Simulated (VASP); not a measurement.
Write the native input for VASP 6.6.1 that does the following.

```yaml
Task: single point
Functional: LDA
Potentials_or_basis: VASP PAW LDA potentials, release 64 (Hf_pv)
Cutoff: 500 eV
k_mesh: 8 × 8 × 8
Occupations: fermi-dirac, width 0.136057 eV
Spin: no spin polarisation
Dipole_correction: no
Further_INCAR_settings: ALGO = Normal; EDIFF = 1e-06; NBANDS = 17
```

The structure of Hf lies in POSCAR:

```
Hf
1.0
    0.0000000000      3.1190639313      3.1190639313
    3.1190639313      0.0000000000      3.1190639313
    3.1190639313      3.1190639313      0.0000000000
Hf
2
Direct
    0.0000000000      0.0000000000      0.0000000000
    0.2500000000      0.2500000000      0.2500000000
```

These files were run (other wordings do the same):

INCAR

```
SYSTEM = Hf
ALGO = Normal
EDIFF = 1E-6
ENCUT = 500
GGA = CA
GGA_COMPAT = .False.
ISIF = 2
ISMEAR = -1
LASPH = .True.
LCHARG = .True.
LELF = .True.
LREAL = .False.
LVHAR = .True.
LWAVE = .False.
NBANDS = 17
NELM = 120
PREC = Accurate
SIGMA = 0.13605693000000002
```

KPOINTS

```
k-points
0
Gamma
  8 8 8
  0 0 0
```

Potentials or basis: VASP PAW LDA potentials, release 64 (Hf_pv).

Command:

```console
$ cat potpaw_LDA.64/Hf_pv/POTCAR > POTCAR
$ mpirun -np 1 vasp_std > vasp.out
```

Results of the run:

```
Pressure               : -0.3 GPa
Band gap on the k mesh : zero (band 10 reaches 2.42 eV, above the bottom of band 11 at 1.90 eV)
```

Caveat: spin-orbit coupling is left out, which moves the levels of the heavy elements.

Run time: 23 s on 1 thread of Intel Xeon 8259CL, with other jobs on the host, peak memory 0.16 GiB.
